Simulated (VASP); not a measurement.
# Co3SbN (Pm-3m) in VASP: further runs, part 2 of 2

VASP 6.6.1.

**4. Relaxation of cell and atoms, PBE, collinear spin, ferromagnetic start**

INCAR

```
SYSTEM = Co3SbN
ALGO     = Normal         ! electronic algorithm
EDIFF    = 1E-7           ! SCF threshold, eV
EDIFFG   = -0.04          ! ionic threshold
ENCUT    = 600            ! plane-wave cutoff, eV
GGA      = PE             ! functional
GGA_COMPAT= .False.      
IBRION   = 2              ! ionic algorithm
ISIF     = 3              ! what is computed and relaxed
ISMEAR   = 0              ! smearing method
ISPIN    = 2              ! spin polarisation
LASPH    = .True.         ! aspherical terms in the spheres
LCHARG   = .False.        ! write CHGCAR
LMAXMIX  = 4              ! l up to which the mixer works
LORBIT   = 11             ! projections on sites
LREAL    = .False.        ! projectors in reciprocal space
LWAVE    = .False.        ! write WAVECAR
MAGMOM   = 3 3 3 0 0      ! initial moments
NELM     = 200            ! most SCF steps
NELMIN   = 4            
NSW      = 90             ! ionic steps
PREC     = Accurate       ! precision mode
SIGMA    = 0.1            ! smearing width, eV
```

KPOINTS

```
k-points
0
Gamma
  4 4 4
  0 0 0
```

POSCAR

```
Co3SbN
1.0
    3.8730314500      0.0000000000      0.0000000000
    0.0000000000      3.8730314500      0.0000000000
    0.0000000000      0.0000000000      3.8730314500
Co Sb N
3 1 1
Direct
    0.0000000000      0.0000000000      0.5000000000
    0.0000000000      0.5000000000      0.0000000000
    0.5000000000      0.0000000000      0.0000000000
    0.0000000000      0.0000000000      0.0000000000
    0.5000000000      0.5000000000      0.5000000000
```

Launch:

```bash
> cat potpaw_PBE.64/Co/POTCAR potpaw_PBE.64/Sb/POTCAR potpaw_PBE.64/N/POTCAR > POTCAR
> mpirun -np 1 vasp_std > vasp.out
```

It took 10 min on 1 thread of Intel Xeon 8259CL, shared host; peak memory 0.23 GiB.

Results (log left out):

```yaml
Free_energy: -22.2478 eV
Relaxed_volume: 21.70 Å³/atom
Relaxed_cell: a = 4.769 Å, b = 4.769 Å, c = 4.769 Å, α = 90.00°, β = 90.00°, γ = 90.00°
Space_group_after_relaxing_to_0.1_Å: Pm-3m (No. 221)
Energy_gained_by_relaxing: 2024.8 meV/atom
Ionic_steps: 4
Pressure_after_relaxing: 0.0 GPa
Band_gap_on_the_k_mesh: zero (filled and empty bands overlap)
Net_moment: -3.02 μB per cell
Site_moments: Co -1.71; Sb +0.04; N +1.48 μB
Valence_electrons_inside_the_program's_atomic_spheres: Co 7.92; Sb 2.73; N 3.25
```

Step by step:
| step | energy change (eV) | largest force (eV/Å) | pressure (GPa) | volume (Å³) |
| --- | --- | --- | --- | --- |
| 1 | 0.0000 | 0.0000 | 119.54 | 58.10 |
| 2 | -6.2698 | 0.0000 | -10.47 | 165.73 |
| 3 | -10.0776 | 0.0000 | 2.48 | 101.47 |
| 4 | -10.1241 | 0.0000 | -0.01 | 108.49 |

Final structure:
```
Co Sb N
1.0
     4.76933    0.00000    0.00000
     0.00000    4.76933    0.00000
     0.00000    0.00000    4.76933
Co Sb N
3 1 1
Cartesian
  0.0000 0.0000 2.3847
  0.0000 2.3847 0.0000
  2.3847 0.0000 0.0000
  0.0000 0.0000 0.0000
  2.3847 2.3847 2.3847
```

Levels at points of the mesh, in eV from the Fermi level:
Spin up:
```csv
k point,band 14,band 15,band 16,band 17,band 18,band 19,band 20,band 21
"(0.00, 0.00, 0.00)",-1.04,-0.52,-0.52,-0.15,0.27,0.27,0.27,0.55
"(0.50, 0.00, 0.00)",-0.49,-0.49,-0.36,-0.07,0.27,0.50,0.64,0.64
"(0.50, 0.50, 0.00)",-0.30,-0.30,-0.30,-0.16,0.31,0.52,0.72,0.73
"(0.50, 0.50, 0.50)",-0.62,0.04,0.05,0.05,0.05,0.71,0.71,1.13
```
Spin down:
```tsv
k point	band 18	band 19	band 20	band 21	band 22	band 23
(0.00, 0.00, 0.00)	-1.50	-1.50	-1.08	0.84	0.84	0.84
(0.50, 0.00, 0.00)	-1.27	-0.42	-0.42	0.63	0.63	0.70
(0.50, 0.50, 0.00)	-1.02	-1.02	0.48	0.86	1.36	1.36
(0.50, 0.50, 0.50)	-0.70	-0.70	-0.70	-0.19	-0.19	-0.19
```

Caveat: the k points lie up to 0.33 Å⁻¹ apart in the final cell, too coarse for converged energies and pressures of a metal; the volume moved by over 15 % at a fixed basis, so the end points are rough; spin-orbit coupling is left out, which moves the levels of the heavy elements.

**5. Single point, PBE, collinear spin, ferromagnetic start**

This run uses another cell than the first one, of 23.13 Å³/atom.

INCAR

```
PREC     = Accurate       # precision mode
ENCUT    = 600            # plane-wave cutoff, eV
EDIFF    = 1E-6           # SCF threshold, eV
ISMEAR   = 0              # smearing method
SIGMA    = 0.1            # smearing width, eV
LREAL    = F              # projectors in reciprocal space
LASPH    = T              # aspherical terms in the spheres
NELM     = 200            # most SCF steps
ALGO     = Normal         # electronic algorithm
ISIF     = 2              # what is computed and relaxed
LWAVE    = F              # write WAVECAR
LCHARG   = T              # write CHGCAR
ISPIN    = 2              # spin polarisation
MAGMOM   = 2.29 2.29 2.29 0 2.58 # initial moments
LORBIT   = 11             # projections on sites
LMAXMIX  = 4              # l up to which the mixer works
GGA      = PE             # functional
LELF     = T              # ELF
LVHAR    = T            
NBANDS   = 30             # bands
GGA_COMPAT= F
```

KPOINTS

```
regular mesh
0
Gamma
  8 8 8
```

POSCAR: that of step 4 with these lines changed.

```diff
@@ -2,5 +2,5 @@
 1.0
-    3.8730314500      0.0000000000      0.0000000000
-    0.0000000000      3.8730314500      0.0000000000
-    0.0000000000      0.0000000000      3.8730314500
+    4.8719614872      0.0000000000      0.0000000000
+    0.0000000000      4.8719614872      0.0000000000
+    0.0000000000      0.0000000000      4.8719614872
 Co Sb N
```

Launch:

```bash
> cat potpaw_PBE.64/Co/POTCAR potpaw_PBE.64/Sb/POTCAR potpaw_PBE.64/N/POTCAR > POTCAR
> mpirun -np 1 vasp_std > vasp.out
```

Run time: 15 min. Hardware: 1 thread of Intel Xeon 8259CL, shared host; peak memory 0.45 GiB.

Results (log left out):

* Free energy: -21.2971 eV
* Pressure: -5.2 GPa
* Net moment: 5.21 μB per cell
* Site moments: Co +1.79; Sb -0.03; N -0.13 μB
* Valence electrons inside the program's atomic spheres: Co 7.84; Sb 2.66; N 3.25

Levels at points of the mesh, in eV from the Fermi level:
Spin up:
```tsv
k point	band 17	band 18	band 19	band 20	band 21	band 22	band 23	band 24	band 25	band 26
(0.00, 0.00, 0.00)	-1.77	-1.48	-1.48	-1.48	-0.04	-0.04	-0.04	2.03	2.03	3.09
(0.50, 0.00, 0.00)	-1.57	-1.48	-0.46	-0.46	-0.19	-0.19	-0.07	2.41	3.21	5.16
(0.50, 0.50, 0.00)	-1.54	-1.29	-1.29	-0.03	0.35	0.49	0.49	1.74	2.40	5.04
(0.50, 0.50, 0.50)	-1.66	-1.04	-1.04	-1.04	-0.28	-0.28	-0.28	3.11	3.11	3.11
```
Spin down:
```tsv
k point	band 12	band 13	band 14	band 15	band 16	band 17	band 18	band 19	band 20	band 21
(0.00, 0.00, 0.00)	-0.35	-0.35	-0.30	-0.30	-0.30	-0.10	-0.10	-0.10	0.16	0.16
(0.50, 0.00, 0.00)	-0.32	-0.32	-0.17	-0.04	-0.04	0.16	0.18	0.18	0.28	0.49
(0.50, 0.50, 0.00)	-0.34	-0.24	-0.22	-0.17	0.01	0.16	0.29	0.29	0.29	0.99
(0.50, 0.50, 0.50)	-0.51	-0.39	-0.39	-0.39	-0.01	-0.01	0.35	0.35	0.35	1.01
```

Caveat: the cell stands under tension; spin-orbit coupling is left out, which moves the levels of the heavy elements.

**6. The runs side by side**

| task | cell | k mesh | gap on the mesh (eV) | pressure (GPa) | moment (μB) |
| --- | --- | --- | --- | --- | --- |
| single point | a = 3.873 Å, 5 atoms | 4 × 4 × 4 | none | 119.5 | 2.84 |
| single point | a = 4.867 Å, 5 atoms | 4 × 4 × 4 | none | -4.1 | 5.79 |
| relaxation of cell and atoms | relaxed from a = 3.873 Å, 5 atoms | 4 × 4 × 4 | none | 0.0 | 3.02 |
| single point | a = 4.872 Å, 5 atoms | 8 × 8 × 8 | none | -5.2 | 5.21 |

Alike in all rows: level PBE; potentials or basis VASP PAW PBE potentials, release 64 (Co, Sb, N); spin collinear, ferromagnetic start; cutoff (eV) 600; smearing gaussian 0.1 eV.

Caveats: some runs use coarse meshes; spin-orbit coupling is left out, which moves the levels of the heavy elements; the cell stands under tension (at least some runs); atoms lie so close that the PAW spheres overlap strongly, which falsifies energies and pressures (at least some runs); the volume moved by over 15 % at a fixed basis, so the end points are rough (at least some runs).

Absolute energies hang on the potentials; compare differences alone.
